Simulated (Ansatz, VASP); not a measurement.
**Ta4Si3Ni10B3 in VASP and in Ansatz**

```xyz
20
Lattice="6.0947 0.0720 0.0170 0.0720 6.1852 -0.1048 0.0170 -0.1048 6.4498" Properties=species:S:1:pos:R:3 pbc="T T T"
Ni    3.4354    0.2918    1.9948
Ni    1.8608    1.9204    0.5751
Ni    0.7504    4.1788    6.0894
Ni    3.5350    0.5185    4.4434
Ni    4.9991    5.6581    6.1623
Ni    0.2449    5.4506    1.9830
Ni    2.3216    5.6508    6.2376
Ni    4.1148    3.6846    1.4044
Ni    1.5364    5.5792    3.6335
Ni    2.9812    2.3492    2.7419
Ta    2.7370    3.5680    5.1234
Ta    4.8268    4.4202    4.0860
Ta    5.3939    1.5833    3.2000
Ta    5.3458    2.0487    5.7702
Si    2.3599    4.5910    2.0926
Si    0.1806    3.2911    1.3730
Si    1.3169    1.1889    4.8636
B     0.6965    3.1105    4.1680
B     1.4436    1.0242    2.5797
B     0.2686    0.2654    0.2934
```

Alike in both runs: task single point; functional PBE; k mesh 4 × 4 × 4; occupations fermi-dirac, width 0.2654 eV; no spin polarisation.

```csv
,VASP,Ansatz
version,VASP 6.6.1,Ansatz 0.2.0
potentials or method,"VASP PAW PBE potentials, release 64 (Ni, Ta_pv, Si, B), cutoff 520 eV","scalar-relativistic, plane waves, PAW"
valence electrons in the cell,165,253
```

|  | VASP | Ansatz | Ansatz less VASP |
| --- | --- | --- | --- |
| gap on the k mesh at the Fermi level (eV) | none | none | - |
| rms of the force components (eV/Å) | 1.744 | 1.739 | -0.0046 |

Atom by atom the forces differ by 0.022 eV/Å (rms over components). A gap of «none» marks a metal or a gap that the smearing closes. VASP's potentials hold 165 valence electrons a cell and Ansatz's 253, so a difference there can come from the potentials and not from the codes.

Spin-orbit coupling is off throughout.
